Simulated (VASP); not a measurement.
Set up this calculation in VASP 6.6.1, as the native input.

```yaml
Task: relaxation of cell and atoms
Functional: PBE
Dispersion: D3(BJ)
Potentials_or_basis: VASP PAW PBE potentials, release 64 (Sn_d, Se)
Cutoff: 500 eV
k_mesh: 12 × 12 × 6
Occupations: gaussian, width 0.02 eV
Spin: no spin polarisation
Dipole_correction: no
Further_INCAR_settings: ALGO = Normal; EDIFF = 1e-07; IBRION = 2; EDIFFG = -0.005; NSW = 100; ISIF = 3
```

The structure of SnSe2 lies in POSCAR:

```
SnSe2
1.0
    3.8400433021      0.0000000000      0.0000000000
   -1.9200216511      3.3255750513      0.0000000000
    0.0000000000      0.0000000000      6.0099097605
Sn Se
1 2
Direct
    0.0000000000      0.0000000000      0.0000000000
    0.3333333333      0.6666666667      0.2651331237
    0.6666666667      0.3333333333      0.7348668763
```

These files were run (other wordings do the same):

INCAR

```
SYSTEM = SnSe2
  PREC = Accurate
  ENCUT = 500
  EDIFF = 1E-7
  ISMEAR = 0
  SIGMA = 0.02
  LREAL = .False.
  LASPH = .True.
  NELM = 120
  ALGO = Normal
  ISIF = 3
  LWAVE = .False.
  LCHARG = .False.
  GGA = PE
  IVDW = 12
  IBRION = 2
  NSW = 100
  EDIFFG = -0.005
  GGA_COMPAT = .False.
  NELMIN = 4
```

KPOINTS

```
Automatic mesh
0
Gamma
  12 12 6
  0 0 0
```

Potentials or basis: VASP PAW PBE potentials, release 64 (Sn_d, Se).

Run with:

```console
$ cat potpaw_PBE.64/Sn_d/POTCAR potpaw_PBE.64/Se/POTCAR > POTCAR
$ mpirun -np 1 vasp_std > vasp.out
```

Results of the run:

| Item | Value |
| --- | --- |
| Relaxed volume | 25.60 Å³/atom |
| Relaxed cell | a = 3.841 Å, b = 3.841 Å, c = 6.012 Å, α = 90.00°, β = 90.00°, γ = 120.00° |
| Space group after relaxing (to 0.1 Å) | P-3m1 (No. 164) |
| Energy gained by relaxing | 0.0 meV/atom |
| Ionic steps | 4 |
| Pressure after relaxing | 0.0 GPa |
| Largest force after relaxing | 0.004 eV/Å |
| Band gap on the k mesh | 0.34 eV (least direct gap 0.81 eV) |
| Dispersion energy per atom | -0.364 eV |

Caveat: spin-orbit coupling is left out, which moves the levels of the heavy elements.

Wall time 5.6 min on 1 thread of Intel Xeon 8259CL, with other jobs on the host, peak memory 0.29 GiB.
